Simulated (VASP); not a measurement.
A run of VASP 6.6.1:

Contents of INCAR:

```
SYSTEM = PtS2
PREC = Accurate
ENCUT = 520
EDIFF = 1E-7
ISMEAR = 0
SIGMA = 0.05
LREAL = .FALSE.
LASPH = .TRUE.
NELM = 150
ALGO = Normal
ISIF = 2
LWAVE = .FALSE.
LCHARG = .FALSE.
ISPIN = 2
MAGMOM = 4 0 0
LORBIT = 11
LMAXMIX = 4
NBANDS = 22
```

Contents of KPOINTS:

```
Automatic mesh
0
G
  6 6 4
  0 0 0
```

File POSCAR:

```
PtS2
1.0
    3.5431995400      0.0000000000      0.0000000000
   -1.7715997700      3.0685008100      0.0000000000
    0.0000000000      0.0000000000      5.0388000900
Pt S
1 2
Direct
    0.0000000000      0.0000000000      0.0000000000
    0.3333333333      0.6666666667      0.2500000000
    0.6666666667      0.3333333333      0.7500000000
```

Potentials or basis: VASP PAW LDA potentials, release 64 (Pt, S).

The run is started by

```bash
$ cat potpaw_LDA.64/Pt/POTCAR potpaw_LDA.64/S/POTCAR > POTCAR
$ mpirun -np 1 vasp_std > vasp.out
```

Hardware: 1 thread of Intel Xeon 6975P-C (shared host).

Task: How long does it take, and how much memory?

Result: Run time: 44 s on 1 thread of Intel Xeon 6975P-C (shared host), peak memory 0.19 GiB. Counts: scf iterations 15, k points 24.
